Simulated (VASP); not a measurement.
# Al in VASP: single point with PBE

Aim: the single point of Al with PBE.

Everything below comes from runs of VASP 6.6.1. Logs are shortened: lines on timing, memory, paths and dates and some standing lists are left out, and cuts for length are marked.

### Step 1. The cell of the first run

The cell holds a slab with vacuum, 4 atoms: a = 2.876 Å, b = 2.876 Å, c = 26.612 Å, α = 90.00°, β = 90.00°, γ = 90.00°.

### Step 2. Single point, PBE

INCAR reads:

```
ALGO = Normal ; DIPOL = 0.5 0.5 0.707
EDIFF = 1E-6 ; ENCUT = 400
GGA = PE ; GGA_COMPAT = False
IDIPOL = 3 ; ISIF = 2
ISMEAR = 1 ; LASPH = True
LCHARG = False ; LDIPOL = True
LREAL = False ; LWAVE = False
NBANDS = 14 ; NELM = 120
NELMDL = -8 ; PREC = Accurate
SIGMA = 0.1
```

KPOINTS reads:

```
k-points
0
Gamma
  12 12 1
```

POSCAR reads:

```
Al
1.0
    2.8758975626      0.0000000000      0.0000000000
    0.0000000000      2.8758975626      0.0000000000
    0.0000000000      0.0000000000     26.6119087228
Al
4
Direct
    0.5000000000      0.5000000000      0.5934442129
    0.0000000000      0.0000000000      0.6696520770
    0.5000000000      0.5000000000      0.7442031045
    0.0000000000      0.0000000000      0.8204503113
```

Potentials or basis: VASP PAW PBE potentials, release 64 (Al).

Run with:

```console
cat potpaw_PBE.64/Al/POTCAR > POTCAR
mpirun -np 1 vasp_std > vasp.out
```

OUTCAR:

```text
EDIFF = 1E-6
   ENCUT = 400
   GGA = PE
   ISIF = 2
   ISMEAR = 1
   LASPH = True
   LREAL = False
   NELM = 120
   NELMDL = -8
   PREC = Accurate

 ion  position               nearest neighbor table
   1  0.500  0.500  0.593-   2 2.87   2 2.87   2 2.87   2 2.87
   2  0.000  0.000  0.670-   3 2.84   3 2.84   3 2.84   3 2.84   1 2.87   1 2.87   1 2.87   1 2.87

   3  0.500  0.500  0.744-   2 2.84   2 2.84   2 2.84   2 2.84   4 2.87   4 2.87   4 2.87   4 2.87

   4  0.000  0.000  0.820-   3 2.87   3 2.87   3 2.87   3 2.87

  LATTYP: Found a simple tetragonal cell.
 ALAT       =     2.8758975626
 C/A-ratio  =     9.2534271974

  Lattice vectors:

 A1 = (   2.8758975626,   0.0000000000,   0.0000000000)
 A2 = (   0.0000000000,   2.8758975626,   0.0000000000)
 A3 = (   0.0000000000,   0.0000000000,  26.6119087228)

Analysis of symmetry for initial positions (statically):
=====================================================================
 Subroutine PRICEL returns:
 Original cell was already a primitive cell.

 Routine SETGRP: Setting up the symmetry group for a
 simple tetragonal supercell.

 Subroutine GETGRP returns: Found  8 space group operations
 (whereof  8 operations were pure point group operations)
 out of a pool of 16 trial point group operations.

The static configuration has the point symmetry C_4v.

Analysis of symmetry for dynamics (positions and initial velocities):
=====================================================================
 Subroutine PRICEL returns:
 Original cell was already a primitive cell.

 Routine SETGRP: Setting up the symmetry group for a
 simple tetragonal supercell.

 Subroutine GETGRP returns: Found  8 space group operations
 (whereof  8 operations were pure point group operations)
 out of a pool of 16 trial point group operations.

The dynamic configuration has the point symmetry C_4v.

 Subroutine INISYM returns: Found  8 space group operations
 (whereof  8 operations are pure point group operations),
 and found     1 'primitive' translations

----------------------------------------------------------------------------------------

                                     Primitive cell

  volume of cell :     220.1014

  direct lattice vectors                    reciprocal lattice vectors
     2.875897563  0.000000000  0.000000000     0.347717531  0.000000000  0.000000000
     0.000000000  2.875897563  0.000000000     0.000000000  0.347717531  0.000000000
     0.000000000  0.000000000 26.611908723     0.000000000  0.000000000  0.037577162

  length of vectors
     2.875897563  2.875897563 26.611908723     0.347717531  0.347717531  0.037577162

  position of ions in fractional coordinates (direct lattice)
     0.500000000  0.500000000  0.593444213
     0.000000000  0.000000000  0.669652077
     0.500000000  0.500000000  0.744203105
     0.000000000  0.000000000  0.820450311

  ion indices of the primitive-cell ions
   primitive index   ion index
                 1           1
                 2           2
                 3           3
                 4           4

----------------------------------------------------------------------------------------

 KPOINTS: k-points

Automatic generation of k-mesh.
 Grid dimensions read from file:
 generate k-points for:   12   12    1

 Generating k-lattice:

  Cartesian coordinates                     Fractional coordinates (reciprocal lattice)
     0.028976461  0.000000000  0.000000000     0.083333333  0.000000000  0.000000000
     0.000000000  0.028976461  0.000000000     0.000000000  0.083333333  0.000000000
     0.000000000  0.000000000  0.037577162     0.000000000  0.000000000  1.000000000

  Length of vectors
     0.028976461  0.028976461  0.037577162

  Shift w.r.t. Gamma in fractional coordinates (k-lattice)
     0.000000000  0.000000000  0.000000000

 Subroutine IBZKPT returns following result:
 ===========================================

 Found     28 irreducible k-points:

 Following reciprocal coordinates:
            Coordinates               Weight
  0.000000  0.000000  0.000000      1.000000
  0.083333  0.000000  0.000000      4.000000
  0.166667  0.000000  0.000000      4.000000
  0.250000  0.000000  0.000000      4.000000
  0.333333  0.000000  0.000000      4.000000
  0.416667  0.000000  0.000000      4.000000
[... 16 lines left out ...]
  0.333333  0.333333  0.000000      4.000000
  0.416667  0.333333  0.000000      8.000000
 [... further k-points ...]
   k-points           NKPTS =     28   k-points in BZ     NKDIM =     28   number of bands    NBANDS=     14
   number of dos      NEDOS =    301   number of ions     NIONS =      4
   total plane-waves  NPLWV =  72000
   dimension x,y,z NGX =    20 NGY =   20 NGZ =  180
   dimension x,y,z NGXF=    40 NGYF=   40 NGZF=  360
   ions per type =               4
   NGX,Y,Z   is equivalent  to a cutoff of  11.56, 11.56, 11.24 a.u.
   NGXF,Y,Z  is equivalent  to a cutoff of  23.12, 23.12, 22.49 a.u.
 SYSTEM =  unknown system
   PREC   = accura    normal or accurate (medium, high low for compatibility)
   ISTART =      0    job   : 0-new  1-cont  2-samecut
   ICHARG =      2    charge: 1-file 2-atom 10-const
   ISPIN  =      1    spin polarized calculation?
   LNONCOLLINEAR =      F non collinear calculations
   LSORBIT =      F    spin-orbit coupling
   LASPH  =      T    aspherical Exc in radial PAW
   ENCUT  =  400.0 eV  29.40 Ry    5.42 a.u.   4.69  4.69 43.40*2*pi/ulx,y,z
   NELM   =    120;   NELMIN=  2; NELMDL= -8     # of ELM steps
   EDIFF  = 0.1E-05   stopping-criterion for ELM
   LREAL  =      F    real-space projection
   EDIFFG = 0.1E-04   stopping-criterion for IOM
   NSW    =      0    number of steps for IOM
   IBRION =     -1    ionic relax: 0-MD 1-quasi-New 2-CG
   NFREE  =      0    steps in history (QN), initial steepest desc. (CG)
   ISIF   =      2    stress and relaxation
   ISYM   =      2    0-nonsym 1-usesym 2-fastsym
   POTIM  = 0.5000    time-step for ionic-motion
   TEBEG  =    0.0;   TEEND  =   0.0 temperature during run
   PSTRESS=    0.0 pullay stress
   NELECT =      12.0000    total number of electrons
   NUPDOWN=      -1.0000    fix difference up-down
   EMIN   =  10.00;   EMAX   =-10.00  energy-range for DOS
   EFERMI =   0.00;   METHOD = LEGACY
   ISMEAR =     1;   SIGMA  =   0.10  broadening in eV -4-tet -1-fermi 0-gaus
   EFERMI_NEDOS =   21; number of points for ismear=-14 and -15
   IALGO  =     38    algorithm
   IMIX   =      4    mixing-type and parameters
     AMIX     =   0.40;   BMIX     =  1.00
     AMIX_MAG =   1.60;   BMIX_MAG =  1.00
  volume/ion in A,a.u.               =      55.03       371.33
  Fermi-wavevector in a.u.,A,eV,Ry     =   0.620766  1.173077  5.243004  0.385350
  Thomas-Fermi vector in A             =   1.680033
   LORBIT       =      0    0 simple, 1 ext, 2 COOP (PROOUT), +10 PAW based schemes
   GGA     = PE    functional components
   LHFCALC =     F    Hartree Fock is set to
   AEXX    =    0.0000 exact exchange contribution
   IVDW    =     0    specifies the selected vdW correction
   LEPSILON=     F    determine dielectric tensor
   LRPA    =     F    only Hartree local field effects (RPA)
 non-spin polarized calculation
 Methfessel and Paxton  Order N= 1 SIGMA  =   0.10
  energy-cutoff  :      400.00
  volume of cell :      220.10
 maximum number of plane-waves:      4067
 NGX is ok and might be reduce to    20
   NGX =  9   NGY =  9   NGZ = 87

 dipolmoment           0.000000      0.000000      0.000020 electrons x Angstroem

 number of electron      12.0000000 magnetization

 dipolmoment           0.000000      0.000000     -0.000018 electrons x Angstroem

 Free energy of the ion-electron system (eV)
  ---------------------------------------------------
  ext. energy  EPLUGINS =         0.00000000
  ---------------------------------------------------
  free energy    TOTEN  =       -13.99735801 eV

  energy without entropy =      -13.99424072  energy(sigma->0) =      -13.99631892

 E-fermi :  -0.5085     XC(G=0):  -3.8302

 val. band max:       -0.5942469843   @ k =   0.3333   0.0000   0.0000
 cond. band min:      -0.4932597287   @ k =   0.4167   0.2500   0.0000
 fundamental gap:      0.1009872556
 Fermi energy:        -0.5085399129

 k-point     1 :       0.0000    0.0000    0.0000
  band No.  band energies     occupation
      1     -11.1365      2.00000
      2      -9.7239      2.00000
      3      -7.6046      2.00000
      4      -4.7547      2.00000
      5      -2.4384      2.00000
      6       1.0159     -0.00000
      7       2.9204      0.00000
      8       3.7079      0.00000
      9       3.8771      0.00000
     10       4.9720      0.00000
     11       4.9773      0.00000
     12       5.0871      0.00000
     13       5.3028      0.00000
     14       5.3028      0.00000

 k-point     2 :       0.0833    0.0000    0.0000
  band No.  band energies     occupation
      1     -11.0126      2.00000
      2      -9.6010      2.00000
      3      -7.4830      2.00000
      4      -4.6340      2.00000
      5      -2.3234      2.00000
      6       1.1263     -0.00000
      7       3.0234      0.00000
      8       3.0415      0.00000
      9       3.8358      0.00000
     10       3.9988      0.00000
     11       4.3229      0.00000
     12       5.0963      0.00000
     13       5.1088      0.00000
     14       5.4095      0.00000
[... 343 lines left out ...]
      1      -7.2261      2.00000
      2      -5.8439      2.00000
      3      -3.7695      2.00000
      4      -2.1421      2.00000
      5      -1.0413      2.00000
      6      -0.8276      2.00006
      7      -0.6903      2.02754
      8       0.5524     -0.00000
      9       1.1408     -0.00000
     10       1.3047     -0.00000
     11       2.7161      0.00000
     12       3.8593      0.00000
     13       4.1712      0.00000
     14       4.7682      0.00000

 k-point    24 :       0.4167    0.3333    0.0000
  band No.  band energies     occupation
      1      -6.1497      2.00000
      2      -4.7778      2.00000
      3      -3.3761      2.00000
      4      -2.7177      2.00000
      5      -2.0343      2.00000
      6      -0.3010     -0.01244
      7      -0.1297     -0.00000
      8       0.2462     -0.00000
      9       1.0911     -0.00000
     10       2.1053      0.00000
     11       2.4913      0.00000
     12       2.9431      0.00000
     13       3.1645      0.00000
     14       3.7635      0.00000

 [... further k-points ...]

------------------------ aborting loop because EDIFF is reached ----------------------------------------

 vacuum level on the upper side and lower side of the slab       (xc-potential included)        -0.138        -0.139

  FORCE on cell =-STRESS in cart. coord.  units (eV):
  Direction    XX          YY          ZZ          XY          YZ          ZX
  --------------------------------------------------------------------------------------
  -------------------------------------------------------------------------------------
  Total       -1.7444283     -1.7444283      0.0051495      0.0000000      0.0000000      0.0000000
  in kB      -12.6981619    -12.6981619      0.0374849      0.0000000      0.0000000      0.0000000
  external PRESSURE =      -8.4529463 kB  Pullay stress =       0.0000000 kB

 VOLUME and BASIS-vectors are now :
 -----------------------------------------------------------------------------
  energy-cutoff  :      400.00
  volume of cell :      220.10
      direct lattice vectors                 reciprocal lattice vectors
     2.875897563  0.000000000  0.000000000     0.347717531  0.000000000  0.000000000
     0.000000000  2.875897563  0.000000000     0.000000000  0.347717531  0.000000000
     0.000000000  0.000000000 26.611908723     0.000000000  0.000000000  0.037577162

 POSITION                                       TOTAL-FORCE (eV/Angst)
 -----------------------------------------------------------------------------------
      1.43795      1.43795     15.79268         0.000000      0.000000     -0.001693
      0.00000      0.00000     17.82072         0.000000     -0.000000     -0.004449
      1.43795      1.43795     19.80467        -0.000000     -0.000000      0.006657
      0.00000      0.00000     21.83375         0.000000      0.000000     -0.000515
 -----------------------------------------------------------------------------------
    total drift:                               -0.000000     -0.000000      0.000000

  FREE ENERGIE OF THE ION-ELECTRON SYSTEM (eV)
  ---------------------------------------------------
  free  energy   TOTEN  =       -13.9973580119 eV

  energy  without entropy=      -13.9942407220  energy(sigma->0) =      -13.99631892

 vacuum level on the upper side and lower side of the slab         3.652         3.651
```

Run time: 1.9 min. Hardware: 1 thread of AMD EPYC 7R43 (Zen 3), shared host; peak memory 0.23 GiB.

Results:

| Quantity | Value |
| --- | --- |
| Free energy | -13.9974 eV |
| Largest force | 0.007 eV/Å |
| Band gap on the k mesh | zero (band 6 reaches 1.24 eV, above the bottom of band 7 at -1.50 eV) |

Forces in eV/Å, atoms in the order of the input:
```
Al   0.000  0.000 -0.002
Al   0.000  0.000 -0.004
Al   0.000  0.000  0.007
Al   0.000  0.000 -0.001
```

Levels at points of the mesh, in eV from the Fermi level:
```
           k point  band 4  band 5  band 6  band 7  band 8  band 9
(0.00, 0.00, 0.00)   -4.25   -1.93    1.52    3.43    4.22    4.39
(0.50, 0.00, 0.00)   -4.85   -2.80   -2.80    0.02    0.02    2.34
(0.50, 0.50, 0.00)   -1.24   -1.23   -1.23    0.22    0.22    0.74
```
